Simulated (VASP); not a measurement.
C18N, 19 atoms in the cell. The cell holds a slab with vacuum, 19 atoms: a = 7.398 Å, b = 7.398 Å, c = 13.000 Å, α = 90.00°, β = 90.00°, γ = 120.00°. 

```yaml
Program: VASP 6.6.1
Task: single point
Functional: LDA
Potentials_or_basis: VASP PAW LDA potentials, release 64 (C, N)
Cutoff: 520 eV
k_mesh: 2 × 2 × 1
Occupations: gaussian, width 0.02 eV
Spin: collinear spin, ferromagnetic start
Starting_moments: "[0.0, 0.0, 0.0, 0.0, 0.0, 0.0, 0.0, 0.0, 0.0, 0.0, 0.0, 0.0, 0.0, 0.0, 0.0, 0.0, 0.0, 0.0, 0.25] μB"
Dipole_correction: no
Further_INCAR_settings: LREAL = Auto; ALGO = Normal; EDIFF = 1e-06; NBANDS = 58
```

Potentials or basis: VASP PAW LDA potentials, release 64 (C, N).

Command:

```bash
$ cat potpaw_LDA.64/C/POTCAR potpaw_LDA.64/N/POTCAR > POTCAR
$ mpirun -np 1 vasp_std > vasp.out
```

Hardware: 1 thread of Intel(R) Xeon(R) 6975P-C (Granite Rapids), with other jobs on the host.

**Question.** How long does it take, and how much memory?

**Answer.** It took 6.3 min on 1 thread of Intel(R) Xeon(R) 6975P-C (Granite Rapids) (shared host), peak memory 0.62 GiB. Counts: scf iterations 28, k points 4.
